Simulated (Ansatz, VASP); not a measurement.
## Si3Ge in VASP and in Ansatz

The input POSCAR:

```
Si3Ge
1.0
    3.8087254378      0.0000000000      0.0000000000
    0.0000000000      3.8087254378      0.0000000000
    0.0000000000      0.0000000000      5.3717343954
Si Ge
3 1
Direct
    0.5000000000      0.0000000000      0.7548774919
    0.5000000000      0.5000000000      0.0000000000
    0.0000000000      0.5000000000      0.2451225081
    0.0000000000      0.0000000000      0.5000000000
```

File INCAR.step1:

```
ALGO = Normal
EDIFF = 1E-4
ENCUT = 520
GGA = PE
ISMEAR = 0
LASPH = True
LCHARG = False
LREAL = False
LWAVE = True
NBANDS = 21
NELM = 100
PREC = Accurate
SIGMA = 0.01
```

INCAR.step2

```
ALGO = Normal
EDIFF = 1E-6
ENCUT = 520
ISIF = 2
ISMEAR = 0
ISTART = 1
LASPH = True
LCHARG = False
LMIXTAU = True
LREAL = False
LWAVE = False
METAGGA = R2SCAN
NBANDS = 21
NELM = 100
PREC = Accurate
SIGMA = 0.01
```

Contents of KPOINTS:

```
k-points
0
Gamma
  6 6 4
```

Input for Ansatz:

```yaml
crystal:
  lattice:
    - [3.8087254378, 0.0, 0.0]
    - [0.0, 3.8087254378, 0.0]
    - [0.0, 0.0, 5.3717343954]
  atoms:
    - { symbol: Si, position: [0.5, 0.0, 0.7548774919] }
    - { symbol: Si, position: [0.5, 0.5, 0.0] }
    - { symbol: Si, position: [0.0, 0.5, 0.2451225081] }
    - { symbol: Ge, position: [0.0, 0.0, 0.5] }
kpoints:
  mp_grid: { grid: [6, 6, 4] }
hamiltonian:
  xc: r2scan
scf:
  occupations: { method: fixed }
  n_extra_bands: 5
output:
  forces: true
  stress: true
  eigenvalues: true
```

Alike in both runs: task single point; functional r2SCAN; k mesh 6 × 6 × 4; no spin polarisation.

|  | VASP | Ansatz |
| --- | --- | --- |
| version | VASP 6.6.1 | Ansatz 0.2.0 |
| potentials or method | VASP PAW PBE potentials, release 64 (Si, Ge_d) | plane waves, PAW |
| plane-wave cutoff (eV) | 520 | 500 |
| occupations | gaussian, width 0.01 eV | fixed |
| valence electrons in the cell | 26 | 26 |

|  | VASP | Ansatz | Ansatz less VASP |
| --- | --- | --- | --- |
| gap on the k mesh at the Fermi level (eV) | 0.45 | 0.44 | -0.008 |
| pressure (GPa) | 6.3 | 6.4 | +0.15 |
| rms of the force components (eV/Å) | 0.006 | 0.003 | -0.0028 |

VASP's potentials were made for PBE, not for r2SCAN. Atom by atom the forces differ by 0.009 eV/Å (rms over components).
